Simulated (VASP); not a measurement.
# ZnS (P6_3mc) in VASP: further runs

The runs below take ZnS through relaxation of shape and atoms at fixed volume, relaxation of cell and atoms, with r2SCAN.

Program: VASP 6.6.1. These are calculated values, not measurements. Logs are shortened: lines on timing, memory, paths and dates and some standing lists are left out, and cuts for length are marked.

**1. The cell of the first run**

The structure is hexagonal, space group P6_3mc (No. 186). Conventional cell: a = 3.768 Å, b = 3.768 Å, c = 6.183 Å, α = 90.00°, β = 90.00°, γ = 120.00°. Zn (site symmetry 3m) has 4 S at 2.31 Å within 3.1 Å. S (site symmetry 3m) has 4 Zn at 2.31 Å within 3.1 Å.

**2. Relaxation of shape and atoms at fixed volume, r2SCAN (19.01 Å³/atom)**

POSCAR

```
ZnS
1.0
    3.7678163631      0.0000000000      0.0000000000
   -1.8839081816      3.2630246872      0.0000000000
    0.0000000000      0.0000000000      6.1833007486
Zn S
2 2
Direct
    0.3333333333      0.6666666667      0.0053936192
    0.6666666667      0.3333333333      0.5053936192
    0.3333333333      0.6666666667      0.3796063808
    0.6666666667      0.3333333333      0.8796063808
```

INCAR.step1

```
SYSTEM = ZnS
PREC = Accurate
ENCUT = 600
ISMEAR = 0
SIGMA = 0.02
LREAL = .False.
LASPH = .True.
NELM = 100
GGA = PE
ALGO = Normal
EDIFF = 1E-4
LWAVE = .True.
LCHARG = .False.
```

INCAR.step2

```
SYSTEM = ZnS
PREC = Accurate
ENCUT = 600
EDIFF = 1E-6
ISMEAR = 0
SIGMA = 0.02
LREAL = .False.
LASPH = .True.
NELM = 100
ALGO = Normal
ISIF = 4
LWAVE = .False.
LCHARG = .False.
METAGGA = R2SCAN
LMIXTAU = .True.
IBRION = 2
NSW = 50
EDIFFG = -0.01
ISTART = 1
```

KPOINTS

```
Automatic mesh
0
Gamma
  9 9 4
  0 0 0
```

Potentials or basis: VASP PAW PBE potentials, release 64 (Zn, S).

Launch:

```
cat potpaw_PBE.64/Zn/POTCAR potpaw_PBE.64/S/POTCAR > POTCAR
cp INCAR.step1 INCAR
mpirun -np 1 vasp_std > vasp.out
cp INCAR.step2 INCAR
mpirun -np 1 vasp_std > vasp.out
```

OUTCAR:

```text
SYSTEM = ZnS
   PREC = Accurate
   ENCUT = 600
   EDIFF = 1E-6
   ISMEAR = 0
   LREAL = .False.
   LASPH = .True.
   NELM = 100
   ISIF = 4
   METAGGA = R2SCAN
   IBRION = 2
   NSW = 50
   EDIFFG = -0.01
   ISTART = 1

 ion  position               nearest neighbor table
   1  0.333  0.667  0.005-   4 2.31   4 2.31   4 2.31   3 2.31
   2  0.667  0.333  0.505-   3 2.31   3 2.31   3 2.31   4 2.31
   3  0.333  0.667  0.380-   2 2.31   2 2.31   2 2.31   1 2.31
   4  0.667  0.333  0.880-   1 2.31   1 2.31   1 2.31   2 2.31

  LATTYP: Found a hexagonal cell.
 ALAT       =     3.7678163631
 C/A-ratio  =     1.6410833631

  Lattice vectors:

 A1 = (   3.7678163631,   0.0000000000,   0.0000000000)
 A2 = (  -1.8839081816,   3.2630246872,   0.0000000000)
 A3 = (   0.0000000000,   0.0000000000,   6.1833007486)

Analysis of symmetry for initial positions (statically):
=====================================================================
 Subroutine PRICEL returns:
 Original cell was already a primitive cell.

 Routine SETGRP: Setting up the symmetry group for a
 hexagonal supercell.

 Subroutine GETGRP returns: Found 12 space group operations
 (whereof  6 operations were pure point group operations)
 out of a pool of 24 trial point group operations.

The static configuration has the point symmetry C_3v.
 The point group associated with its full space group is C_6v.

Analysis of symmetry for dynamics (positions and initial velocities):
=====================================================================
 Subroutine PRICEL returns:
 Original cell was already a primitive cell.

 Routine SETGRP: Setting up the symmetry group for a
 hexagonal supercell.

 Subroutine GETGRP returns: Found 12 space group operations
 (whereof  6 operations were pure point group operations)
 out of a pool of 24 trial point group operations.

The dynamic configuration has the point symmetry C_3v.
 The point group associated with its full space group is C_6v.

 Subroutine INISYM returns: Found 12 space group operations
 (whereof  6 operations are pure point group operations),
 and found     1 'primitive' translations

----------------------------------------------------------------------------------------

                                     Primitive cell

  volume of cell :      76.0205

  direct lattice vectors                    reciprocal lattice vectors
[... 87 lines left out ...]
   LSORBIT =      F    spin-orbit coupling
   LASPH  =      T    aspherical Exc in radial PAW
   ENCUT  =  600.0 eV  44.10 Ry    6.64 a.u.   7.53  7.53 12.35*2*pi/ulx,y,z
   NELM   =    100;   NELMIN=  2; NELMDL=  0     # of ELM steps
   EDIFF  = 0.1E-05   stopping-criterion for ELM
   LREAL  =      F    real-space projection
   EDIFFG = -.1E-01   stopping-criterion for IOM
   NSW    =     50    number of steps for IOM
   IBRION =      2    ionic relax: 0-MD 1-quasi-New 2-CG
   NFREE  =      1    steps in history (QN), initial steepest desc. (CG)
   ISIF   =      4    stress and relaxation
   ISYM   =      2    0-nonsym 1-usesym 2-fastsym
   POTIM  = 0.5000    time-step for ionic-motion
   TEBEG  =    0.0;   TEEND  =   0.0 temperature during run
   PSTRESS=    0.0 pullay stress
   NELECT =      36.0000    total number of electrons
   NUPDOWN=      -1.0000    fix difference up-down
   EMIN   =  10.00;   EMAX   =-10.00  energy-range for DOS
   EFERMI =   0.00;   METHOD = LEGACY
   ISMEAR =     0;   SIGMA  =   0.02  broadening in eV -4-tet -1-fermi 0-gaus
   EFERMI_NEDOS =   21; number of points for ismear=-14 and -15
   IALGO  =     38    algorithm
   IMIX   =      4    mixing-type and parameters
     AMIX     =   0.40;   BMIX     =  1.00
     AMIX_MAG =   1.60;   BMIX_MAG =  1.00
  volume/ion in A,a.u.               =      19.01       128.25
  Fermi-wavevector in a.u.,A,eV,Ry     =   1.276044  2.411373 22.154193  1.628287
  Thomas-Fermi vector in A             =   2.408722
   LORBIT       =      0    0 simple, 1 ext, 2 COOP (PROOUT), +10 PAW based schemes
   METAGGA = R2SCAN    functional components
   LHFCALC =     F    Hartree Fock is set to
   AEXX    =    0.0000 exact exchange contribution
   IVDW    =     0    specifies the selected vdW correction
   LEPSILON=     F    determine dielectric tensor
   LRPA    =     F    only Hartree local field effects (RPA)
 conjugate gradient relaxation of ions
 non-spin polarized calculation
 Gauss-broadening in eV      SIGMA  =   0.02
  energy-cutoff  :      600.00
  volume of cell :       76.02
 maximum number of plane-waves:      2563
 NGX is ok and might be reduce to    30
   NGX = 15   NGY = 15   NGZ = 25

 number of electron      35.9999987 magnetization

 Free energy of the ion-electron system (eV)
  ---------------------------------------------------
  ext. energy  EPLUGINS =         0.00000000
  ---------------------------------------------------
  free energy    TOTEN  =       -37.70758805 eV

  energy without entropy =      -37.70758805  energy(sigma->0) =      -37.70758805

 E-fermi :   2.3338     XC(G=0): -10.4674

 val. band max:        2.2095452464   @ k =   0.0000   0.0000   0.0000
 cond. band min:       5.1442056949   @ k =   0.0000   0.0000   0.0000
 fundamental gap:      2.9346604485
 Fermi energy:         2.3337648970

 k-point     1 :       0.0000    0.0000    0.0000
  band No.  band energies     occupation
      1     -11.7696      2.00000
      2     -10.7512      2.00000
      3      -4.4553      2.00000
      4      -4.4387      2.00000
      5      -4.4386      2.00000
      6      -4.3423      2.00000
[... 589 lines left out ...]
     21       8.0137      0.00000
     22      10.2515      0.00000

 [... further k-points ...]
[... 5 lines left out ...]
  --------------------------------------------------------------------------------------
  -------------------------------------------------------------------------------------
  Total        1.2053317      1.2053317      1.2224994     -0.0000000      0.0000000      0.0000000
  in kB       25.4030995     25.4030995     25.7649186     -0.0000000      0.0000000      0.0000000
  external PRESSURE =      25.5237058 kB  Pullay stress =       0.0000000 kB

 VOLUME and BASIS-vectors are now :
 -----------------------------------------------------------------------------
  energy-cutoff  :      600.00
  volume of cell :       76.02
      direct lattice vectors                 reciprocal lattice vectors
     3.767816363  0.000000000  0.000000000     0.265405716  0.153232062  0.000000000
    -1.883908182  3.263024687  0.000000000     0.000000000  0.306464123  0.000000000
     0.000000000  0.000000000  6.183300749     0.000000000  0.000000000  0.161725920

 POSITION                                       TOTAL-FORCE (eV/Angst)
 -----------------------------------------------------------------------------------
     -0.00000      2.17535      0.03335         0.000000      0.000000      0.009414
      1.88391      1.08767      3.12500         0.000000     -0.000000      0.009414
     -0.00000      2.17535      2.34722         0.000000      0.000000     -0.009414
      1.88391      1.08767      5.43887        -0.000000      0.000000     -0.009414
 -----------------------------------------------------------------------------------
    total drift:                               -0.000000     -0.000000      0.013189

  FREE ENERGIE OF THE ION-ELECTRON SYSTEM (eV)
  ---------------------------------------------------
  free  energy   TOTEN  =       -37.7075880524 eV

  energy  without entropy=      -37.7075880524  energy(sigma->0) =      -37.70758805

 reached required accuracy - stopping structural energy minimisation
```

OUTCAR.step1:

```text
SYSTEM = ZnS
   PREC = Accurate
   ENCUT = 600
   ISMEAR = 0
   LREAL = .False.
   LASPH = .True.
   NELM = 100
[... 831 lines left out ...]
      1.88391      1.08767      3.12500         0.000000      0.000000      0.007683
     -0.00000      2.17535      2.34722         0.000000     -0.000000     -0.007683
      1.88391      1.08767      5.43887        -0.000000      0.000000     -0.007683
 -----------------------------------------------------------------------------------
    total drift:                               -0.000000     -0.000000      0.002359

  FREE ENERGIE OF THE ION-ELECTRON SYSTEM (eV)
  ---------------------------------------------------
  free  energy   TOTEN  =       -13.6217070556 eV

  energy  without entropy=      -13.6217070556  energy(sigma->0) =      -13.62170706
```

OSZICAR.step1:

```text
N       E                     dE             d eps       ncg     rms          rms(c)
DAV:   1     0.249583092697E+03    0.24958E+03   -0.19068E+04  1584   0.221E+03
DAV:   2     0.921520761958E+01   -0.24037E+03   -0.23516E+03  1650   0.404E+02
DAV:   3    -0.139206426014E+02   -0.23136E+02   -0.23022E+02  1926   0.125E+02
DAV:   4    -0.144723864726E+02   -0.55174E+00   -0.55106E+00  1866   0.198E+01
DAV:   5    -0.144826118533E+02   -0.10225E-01   -0.10224E-01  1916   0.263E+00    0.105E+01
DAV:   6    -0.136076550364E+02    0.87496E+00   -0.20516E+00  2444   0.448E+01    0.811E+00
DAV:   7    -0.136424927102E+02   -0.34838E-01   -0.21259E+00  1728   0.849E+00    0.346E+00
DAV:   8    -0.136207489170E+02    0.21744E-01   -0.11567E-01  2106   0.467E+00    0.122E+00
DAV:   9    -0.136213686030E+02   -0.61969E-03   -0.25429E-02  2212   0.264E+00    0.311E-01
DAV:  10    -0.136214831317E+02   -0.11453E-03   -0.12669E-03  1818   0.475E-01    0.195E-01
DAV:  11    -0.136217123024E+02   -0.22917E-03   -0.36932E-04  1528   0.139E-01    0.100E-01
DAV:  12    -0.136217070556E+02    0.52468E-05   -0.29834E-05  1110   0.104E-01
   1 F= -.13621707E+02 E0= -.13621707E+02  d E =-.224404E-27
```

It took 5.8 min on 1 thread of Intel Xeon Platinum 8259CL at 2.50GHz (Skylake/Cascade Lake), shared host; peak memory 0.25 GiB.

Results:

* Free energy: -37.7076 eV
* Pressure after relaxing: 2.6 GPa
* Largest force after relaxing: 0.009 eV/Å
* Band gap on the k mesh: 2.93 eV

Forces in eV/Å, atoms in the order of the input:
```
Zn   0.000  0.000  0.009
Zn   0.000  0.000  0.009
S    0.000  0.000 -0.009
S    0.000  0.000 -0.009
```

Final structure:
```
Zn S
1.0
     3.76782    0.00000    0.00000
    -1.88391    3.26302    0.00000
     0.00000    0.00000    6.18330
Zn S
2 2
Direct
  0.33333 0.66667 0.00539
  0.66667 0.33333 0.50539
  0.33333 0.66667 0.37961
  0.66667 0.33333 0.87961
```

Levels at points of the mesh, in eV from the valence-band top:
```csv
k point,band 16,band 17,band 18,band 19,band 20,band 21
"(0.00, 0.00, 0.00)",-0.09,0.00,0.00,2.93,3.68,6.77
"(0.00, 0.00, 0.50)",-0.51,-0.51,-0.51,4.20,4.20,7.24
```

Caveat: the relaxation stopped at its first step, so nothing moved; the PAW data sets were made with another functional, which shifts forces and pressure a little.

**3. Relaxation of cell and atoms, r2SCAN**

This run uses another cell than the first one, of 19.60 Å³/atom.

POSCAR

```
ZnS
1.0
    3.8110000000      0.0000000000      0.0000000000
   -1.9055000000      3.3004228138      0.0000000000
    0.0000000000      0.0000000000      6.2340000000
Zn S
2 2
Direct
    0.3333333333      0.6666666667      0.0000000000
    0.6666666667      0.3333333333      0.5000000000
    0.3333333333      0.6666666667      0.3850000000
    0.6666666667      0.3333333333      0.8850000000
```

INCAR.step1

```
ALGO     = Normal         # electronic algorithm
EDIFF    = 1E-4           # SCF threshold, eV
ENCUT    = 600            # plane-wave cutoff, eV
GGA      = PE             # functional
ISMEAR   = 0              # smearing method
LASPH    = T              # aspherical terms in the spheres
LCHARG   = F              # write CHGCAR
LREAL    = F              # projectors in reciprocal space
LWAVE    = T              # write WAVECAR
NELM     = 60             # most SCF steps
PREC     = Accurate       # precision mode
SIGMA    = 0.02           # smearing width, eV
```

INCAR.step2

```
ALGO     = Normal         # electronic algorithm
EDIFF    = 1E-7           # SCF threshold, eV
EDIFFG   = -0.005         # ionic threshold
ENCUT    = 600            # plane-wave cutoff, eV
IBRION   = 2              # ionic algorithm
ISIF     = 3              # what is computed and relaxed
ISMEAR   = 0              # smearing method
ISTART   = 1            
LASPH    = T              # aspherical terms in the spheres
LCHARG   = F              # write CHGCAR
LMIXTAU  = T            
LREAL    = F              # projectors in reciprocal space
LWAVE    = F              # write WAVECAR
METAGGA  = R2SCAN         # meta-GGA
NELM     = 60             # most SCF steps
NSW      = 100            # ionic steps
PREC     = Accurate       # precision mode
SIGMA    = 0.02           # smearing width, eV
```

KPOINTS

```
k-points
0
Gamma
  9 9 4
```

Potentials or basis: VASP PAW PBE potentials, release 64 (Zn, S).

Launch:

```
cat potpaw_PBE.64/Zn/POTCAR potpaw_PBE.64/S/POTCAR > POTCAR
cp INCAR.step1 INCAR
mpirun -np 1 vasp_std > vasp.out
cp INCAR.step2 INCAR
mpirun -np 1 vasp_std > vasp.out
```

OUTCAR:

```text
EDIFF = 1E-7
   EDIFFG = -0.005
   ENCUT = 600
   IBRION = 2
   ISIF = 3
   ISMEAR = 0
   ISTART = 1
   LASPH = T
   LREAL = F
   METAGGA = R2SCAN
   NELM = 60
   NSW = 100
   PREC = Accurate

 ion  position               nearest neighbor table
   1  0.333  0.667  0.000-   4 2.31   4 2.31   4 2.31   3 2.40
   2  0.667  0.333  0.500-   3 2.31   3 2.31   3 2.31   4 2.40
   3  0.333  0.667  0.385-   2 2.31   2 2.31   2 2.31   1 2.40
   4  0.667  0.333  0.885-   1 2.31   1 2.31   1 2.31   2 2.40

  LATTYP: Found a hexagonal cell.
 ALAT       =     3.8110000000
 C/A-ratio  =     1.6357911309

  Lattice vectors:

[... 375 lines left out ...]
--------------------------------------- Ionic step       10  -------------------------------------------

 number of electron      36.0000006 magnetization

 Free energy of the ion-electron system (eV)
  ---------------------------------------------------
  ext. energy  EPLUGINS =         0.00000000
  ---------------------------------------------------
  free energy    TOTEN  =       -37.72572888 eV

  energy without entropy =      -37.72572888  energy(sigma->0) =      -37.72572888

 E-fermi :   2.0084     XC(G=0): -10.3113

 val. band max:        1.9145794396   @ k =   0.0000   0.0000   0.0000
 cond. band min:       4.7013014954   @ k =   0.0000   0.0000   0.0000
 fundamental gap:      2.7867220558
 Fermi energy:         2.0084488233

 k-point     1 :       0.0000    0.0000    0.0000
  band No.  band energies     occupation
      1     -11.8357      2.00000
      2     -10.8753      2.00000
      3      -4.6198      2.00000
      4      -4.6047      2.00000
      5      -4.6047      2.00000
      6      -4.5137      2.00000
[... 589 lines left out ...]
     21       7.6407      0.00000
     22       9.9095      0.00000

 [... further k-points ...]
[... 5 lines left out ...]
  --------------------------------------------------------------------------------------
  -------------------------------------------------------------------------------------
  Total       -0.0039099     -0.0039099      0.0002794      0.0000000      0.0000000      0.0000000
  in kB       -0.0799279     -0.0799279      0.0057125      0.0000000      0.0000000      0.0000000
  external PRESSURE =      -0.0513811 kB  Pullay stress =       0.0000000 kB
[... 19 lines left out ...]
  FREE ENERGIE OF THE ION-ELECTRON SYSTEM (eV)
  ---------------------------------------------------
  free  energy   TOTEN  =       -37.7257288823 eV

  energy  without entropy=      -37.7257288823  energy(sigma->0) =      -37.72572888

 reached required accuracy - stopping structural energy minimisation
```

OSZICAR.step1:

```text
N       E                     dE             d eps       ncg     rms          rms(c)
DAV:   1     0.253874544812E+03    0.25387E+03   -0.19145E+04  1584   0.218E+03
DAV:   2     0.107183880233E+02   -0.24316E+03   -0.23685E+03  1626   0.408E+02
DAV:   3    -0.138813321376E+02   -0.24600E+02   -0.24482E+02  1854   0.127E+02
DAV:   4    -0.145026859884E+02   -0.62135E+00   -0.62047E+00  1884   0.205E+01
DAV:   5    -0.145135618525E+02   -0.10876E-01   -0.10875E-01  1918   0.272E+00    0.993E+00
DAV:   6    -0.136388374619E+02    0.87472E+00   -0.20541E+00  2458   0.440E+01    0.775E+00
DAV:   7    -0.136718916842E+02   -0.33054E-01   -0.20157E+00  1722   0.825E+00    0.337E+00
DAV:   8    -0.136529144175E+02    0.18977E-01   -0.12066E-01  2140   0.482E+00    0.115E+00
DAV:   9    -0.136537262507E+02   -0.81183E-03   -0.21794E-02  2198   0.270E+00    0.290E-01
DAV:  10    -0.136538752804E+02   -0.14903E-03   -0.14197E-03  1794   0.454E-01    0.180E-01
DAV:  11    -0.136541145597E+02   -0.23928E-03   -0.35627E-04  1558   0.132E-01    0.948E-02
DAV:  12    -0.136541154864E+02   -0.92665E-06   -0.23282E-05  1158   0.725E-02
   1 F= -.13654115E+02 E0= -.13654115E+02  d E =-.134912E-13
```

Run time: 61 min. Hardware: 1 thread of Intel Xeon Platinum 8259CL at 2.50GHz (Skylake/Cascade Lake), shared host; peak memory 0.26 GiB.

Results:

```
Free energy                           : -37.7257 eV
Relaxed volume                        : 19.59 Å³/atom
Relaxed cell                          : a = 3.807 Å, b = 3.807 Å, c = 6.245 Å, α = 90.00°, β = 90.00°, γ = 120.00°
Space group after relaxing (to 0.1 Å) : P6_3mc (No. 186)
Energy gained by relaxing             : 5.5 meV/atom
Ionic steps                           : 10
Pressure after relaxing               : 0.0 GPa
Band gap on the k mesh                : 2.79 eV
```

Forces in eV/Å, atoms in the order of the input:
```
Zn   0.000  0.000 -0.003
Zn   0.000  0.000 -0.003
S    0.000  0.000  0.003
S    0.000  0.000  0.003
```

The path:
| step | energy change (eV) | largest force (eV/Å) | pressure (GPa) | volume (Å³) |
| --- | --- | --- | --- | --- |
| 1 | 0.0000 | 0.3177 | 0.13 | 78.41 |
| 2 | -0.0156 | 0.1171 | -0.17 | 78.59 |
| 3 | -0.0160 | 0.0743 | -0.21 | 78.63 |
| 4 | -0.0197 | 0.0350 | 0.06 | 78.35 |
| 5 | -0.0210 | 0.0059 | 0.24 | 78.15 |
| 6 | -0.0205 | 0.0549 | 0.61 | 77.76 |
| 7 | -0.0213 | 0.0146 | 0.37 | 78.02 |
| 8 | -0.0215 | 0.0026 | -0.20 | 78.56 |
| 9 | -0.0219 | 0.0048 | 0.07 | 78.31 |
| 10 | -0.0219 | 0.0029 | -0.01 | 78.37 |

Final structure:
```
CELL_PARAMETERS angstrom
3.80675 0.00000 0.00000
-1.90337 3.29674 0.00000
0.00000 0.00000 6.24504
ATOMIC_POSITIONS crystal
Zn 0.33333 0.66667 0.00536
Zn 0.66667 0.33333 0.50536
S 0.33333 0.66667 0.37964
S 0.66667 0.33333 0.87964
```

Levels at points of the mesh, in eV from the valence-band top:
| k point | band 15 | band 16 | band 17 | band 18 | band 19 | band 20 | band 21 | band 22 |
| --- | --- | --- | --- | --- | --- | --- | --- | --- |
| (0.00, 0.00, 0.00) | -0.92 | -0.08 | 0.00 | 0.00 | 2.79 | 3.62 | 6.80 | 6.80 |
| (0.00, 0.00, 0.50) | -0.48 | -0.48 | -0.48 | -0.48 | 4.11 | 4.11 | 7.26 | 7.26 |

Caveat: the PAW data sets were made with another functional, which shifts forces and pressure a little. r2SCAN opens gaps a little over a GGA but as a rule still falls short of measured ones.
